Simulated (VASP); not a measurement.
Input of a VASP 6.6.1 run:

The input INCAR:

```
ALGO     = Normal         # electronic algorithm
EDIFF    = 1E-7           # SCF threshold, eV
ENCUT    = 520            # plane-wave cutoff, eV
GGA      = PE             # functional
ISIF     = 2              # what is computed and relaxed
ISMEAR   = 0              # smearing method
ISPIN    = 2              # spin polarisation
LASPH    = T              # aspherical terms in the spheres
LCHARG   = F              # write CHGCAR
LMAXMIX  = 4              # l up to which the mixer works
LORBIT   = 11             # projections on sites
LREAL    = F              # projectors in reciprocal space
LWAVE    = F              # write WAVECAR
MAGMOM   = 0 1 1 1 1 1    # initial moments
NBANDS   = 36             # bands
NELM     = 150            # most SCF steps
PREC     = Accurate       # precision mode
SIGMA    = 0.1            # smearing width, eV
```

KPOINTS

```
k-points
0
Gamma
  6 6 4
```

POSCAR

```
ScF5
1.0
    3.9785387323      0.0000000000      0.0000000000
   -1.9892693661      3.4455156121      0.0000000000
    0.0000000000      0.0000000000      4.9316603475
Sc F
1 5
Direct
    0.0000000000      0.0000000000      0.0000000000
    0.5000000000      0.5000000000      0.5000000000
    0.6666666667      0.3333333333      0.0000000000
    0.0000000000      0.5000000000      0.5000000000
    0.3333333333      0.6666666667      0.0000000000
    0.5000000000      0.0000000000      0.5000000000
```

Potentials or basis: VASP PAW PBE potentials, release 64 (Sc_sv, F).

The run is started by

```sh
$ cat potpaw_PBE.64/Sc_sv/POTCAR potpaw_PBE.64/F/POTCAR > POTCAR
$ mpirun -np 1 vasp_std > vasp.out
```

Problem. What does it give for the site moments?

Solution. Sc -0.01; F +0.36, -0.00 (each value once) μB.

Problem. What does it give for the pressure?

Solution. -0.1 GPa.

Problem. What does it give for the net moment?

Solution. 1.10 μB per cell.

Stress tensor (GPa, compression positive):
```
-0.11  0.00  0.00
 0.00 -0.11  0.00
 0.00  0.00 -0.22
```
